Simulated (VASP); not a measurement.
A run of VASP 6.6.1 is set up as follows.

The input INCAR:

```
PREC     = Accurate       # precision mode
ENCUT    = 520            # plane-wave cutoff, eV
EDIFF    = 1E-8           # SCF threshold, eV
ISMEAR   = -1             # smearing method
SIGMA    = 0.08           # smearing width, eV
LREAL    = False          # projectors in reciprocal space
LASPH    = True           # aspherical terms in the spheres
NELM     = 80             # most SCF steps
ALGO     = Normal         # electronic algorithm
ISIF     = 2              # what is computed and relaxed
LWAVE    = False          # write WAVECAR
LCHARG   = False          # write CHGCAR
GGA      = PE             # functional
LEFG     = True         
NBANDS   = 11             # bands
```

File KPOINTS:

```
regular mesh
0
Gamma
  20 20 20
```

POSCAR

```
C
1.0
    0.0000000000      1.8068684808      1.8068684808
    1.8068684808      0.0000000000      1.8068684808
    1.8068684808      1.8068684808      0.0000000000
C
2
Direct
    0.5000000000      0.5000000000      0.5000000000
    0.7500000000      0.7500000000      0.7500000000
```

Potentials or basis: VASP PAW PBE potentials, release 64 (C).

The run is started by

```bash
$ cat potpaw_PBE.64/C/POTCAR > POTCAR
$ mpirun -np 1 vasp_std > vasp.out
```

Question: Estimate the pressure.

Answer: -13.7 GPa.

Question: What does it give for the band gap on the k mesh?

Answer: 4.05 eV, indirect (least direct gap 5.48 eV).

Caveat: without QUAD_EFG the Cq values of the log hold for a quadrupole moment of 1 mb, not for the nuclei. A k mesh can miss the band edges.
